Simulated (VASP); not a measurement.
**KI: single point with LDA**

KI, a slab with vacuum:

```xyz
10
Lattice="4.9845 0.0000 0.0000 0.0000 7.0491 0.0000 0.0000 0.0000 27.9689" Properties=species:S:1:pos:R:3 pbc="T T T"
K     2.4922    3.5246    9.0000
K     0.0000    0.0000   11.4922
K     2.4922    3.5246   13.8106
K     0.0000    0.0000   16.2606
K     2.4922    3.5246   18.3888
I     2.4922    0.0000    9.0000
I     0.0000    3.5246   11.4922
I     2.4922    0.0000   13.8548
I     0.0000    3.5246   16.1693
I     2.4922    0.0000   18.5217
```

```
Program                : VASP 6.6.1
Task                   : single point
Functional             : LDA
Potentials or basis    : VASP PAW LDA potentials, release 64 (K_sv, I)
Cutoff                 : 520 eV
k mesh                 : 5 × 4 × 1
Occupations            : gaussian, width 0.05 eV
Spin                   : no spin polarisation
Dipole correction      : yes
Further INCAR settings : ALGO = Normal; EDIFF = 1e-06; NBANDS = 51
```

* Largest force: 0.274 eV/Å
* Band gap on the k mesh: 3.29 eV

Forces in eV/Å, atoms in the order of the input:
```
K    0.000  0.000  0.274
K    0.000  0.000 -0.184
K    0.000  0.000  0.000
K    0.000  0.000 -0.011
K    0.000  0.000  0.005
I    0.000  0.000  0.127
I    0.000  0.000 -0.220
I    0.000  0.000  0.001
I    0.000  0.000  0.001
I    0.000  0.000  0.008
```

Levels at points of the mesh, in eV from the valence-band top:
```
           k point  band 36  band 37  band 38  band 39  band 40  band 41  band 42  band 43  band 44  band 45
(0.00, 0.00, 0.00)    -0.45    -0.36    -0.19    -0.08     0.00     3.29     3.71     4.44     4.64     5.21
(0.00, 0.50, 0.00)    -0.62    -0.39    -0.22    -0.11    -0.03     4.16     4.44     4.72     4.87     4.91
```

Wall time 29 min on 1 thread of Intel Xeon 8259CL, on a shared host, peak memory 0.85 GiB.

Caveat: spin-orbit coupling is left out, which moves the levels of the heavy elements.
